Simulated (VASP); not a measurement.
CdTe (scanat), 2 atoms in the cell. It takes space group F-43m (No. 216, cubic). The conventional cell has a = 6.490 Å, b = 6.490 Å, c = 6.490 Å, α = 90.00°, β = 90.00°, γ = 90.00°. Within 3.7 Å of Cd (site symmetry -43m) lie 4 Te at 2.81 Å. Te (site symmetry -43m) has 4 Cd at 2.81 Å within 3.7 Å. 

* Program: VASP 6.6.1
* Task: single point
* Functional: r2SCAN
* Potentials or basis: VASP PAW PBE potentials, release 64 (Cd, Te)
* Cutoff: 550 eV
* k mesh: 8 × 8 × 8
* Occupations: gaussian, width 0.02 eV
* Spin: no spin polarisation
* Dipole correction: no
* Further INCAR settings: ALGO = Normal; EDIFF = 1e-06; NBANDS = 16

Potentials or basis: VASP PAW PBE potentials, release 64 (Cd, Te).

Launch:

```console
$ cat potpaw_PBE.64/Cd/POTCAR potpaw_PBE.64/Te/POTCAR > POTCAR
$ cp INCAR.step1 INCAR
$ mpirun -np 1 vasp_std > vasp.out
$ cp INCAR.step2 INCAR
$ mpirun -np 1 vasp_std > vasp.out
```

Hardware: 1 thread of Intel Xeon 8259CL (shared host).

Problem. How long does it take, and how much memory?

Solution. Run time: 3 min on 1 thread of Intel Xeon 8259CL, with other jobs on the host, peak memory 0.23 GiB. Counts: k points 29.
